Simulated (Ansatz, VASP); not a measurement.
Two plane-wave programs on CdTe

File POSCAR:

```
CdTe
1.0
    0.0000000000      3.1616838793      3.1616838793
    3.1616838793      0.0000000000      3.1616838793
    3.1616838793      3.1616838793      0.0000000000
Te Cd
1 1
Direct
    0.7500000000      0.7500000000      0.7500000000
    0.0000000000      0.0000000000      0.0000000000
```

Contents of INCAR.step1:

```
PREC     = Accurate       # precision mode
ENCUT    = 520            # plane-wave cutoff, eV
EDIFF    = 1E-5           # SCF threshold, eV
ISMEAR   = -1             # smearing method
SIGMA    = 0.05           # smearing width, eV
LREAL    = False          # projectors in reciprocal space
LASPH    = True           # aspherical terms in the spheres
NELM     = 100            # most SCF steps
ALGO     = Normal         # electronic algorithm
ISIF     = 2              # what is computed and relaxed
LWAVE    = True           # write WAVECAR
NBANDS   = 16             # bands
GGA      = PE             # functional
```

INCAR.step2

```
PREC     = Accurate       # precision mode
ENCUT    = 520            # plane-wave cutoff, eV
EDIFF    = 1E-7           # SCF threshold, eV
ISMEAR   = -1             # smearing method
SIGMA    = 0.05           # smearing width, eV
LREAL    = False          # projectors in reciprocal space
LASPH    = True           # aspherical terms in the spheres
NELM     = 100            # most SCF steps
ALGO     = Normal         # electronic algorithm
ISIF     = 2              # what is computed and relaxed
LWAVE    = False          # write WAVECAR
LCHARG   = True           # write CHGCAR
GGA      = PE             # functional
LHFCALC  = True           # exact exchange
AEXX     = 0.25           # exact-exchange fraction
PRECFOCK = Normal       
LELF     = True           # ELF
LVHAR    = True         
NBANDS   = 16             # bands
ISTART   = 1
```

Contents of KPOINTS:

```
regular mesh
0
Gamma
  4 4 4
```

Contents of input.yaml:

```yaml
crystal:
  lattice:
    - [0.0, 3.1616838793, 3.1616838793]
    - [3.1616838793, 0.0, 3.1616838793]
    - [3.1616838793, 3.1616838793, 0.0]
  atoms:
    - { symbol: Te, position: [0.75, 0.75, 0.75] }
    - { symbol: Cd, position: [0.0, 0.0, 0.0] }
hamiltonian:
  xc: pbe0
  pseudopotentials: { kind: paw }
kpoints:
  mp_grid: { grid: [4, 4, 4] }
scf:
  occupations: { method: fermi_dirac, width: 0.05 }
output:
  forces: true
  stress: true
  eigenvalues: true
  write_density: true
  write_potential: true
  elf: true
  volumetric_format: npy
```

Alike in both runs: task single point; functional PBE0; k mesh 4 × 4 × 4; occupations fermi-dirac, width 0.05 eV; no spin polarisation.

```csv
,VASP,Ansatz
version,VASP 6.6.1,Ansatz 0.2.0
potentials or method,"VASP PAW PBE potentials, release 64 (Te, Cd)",Ansatz PAW
plane-wave cutoff (eV),520,420
valence electrons in the cell,18,36
```

Ansatz gave:

```
gap on the k mesh at the Fermi level (eV) : 2.56
least direct gap on the mesh (eV)         : 2.56
pressure (GPa)                            : 5.9
```

Task: Estimate VASP's values.

Result: gap on the k mesh at the Fermi level (eV): 2.50; least direct gap on the mesh (eV): 2.50; pressure (GPa): 5.8.

The functional is the same, so the differences come from potentials, cutoffs and numerics. VASP's potentials hold 18 valence electrons a cell and Ansatz's 36, so a difference there can come from the potentials and not from the codes.

The k mesh is coarse, so the values compare programs but aren't converged. Neither program's run includes spin-orbit coupling.
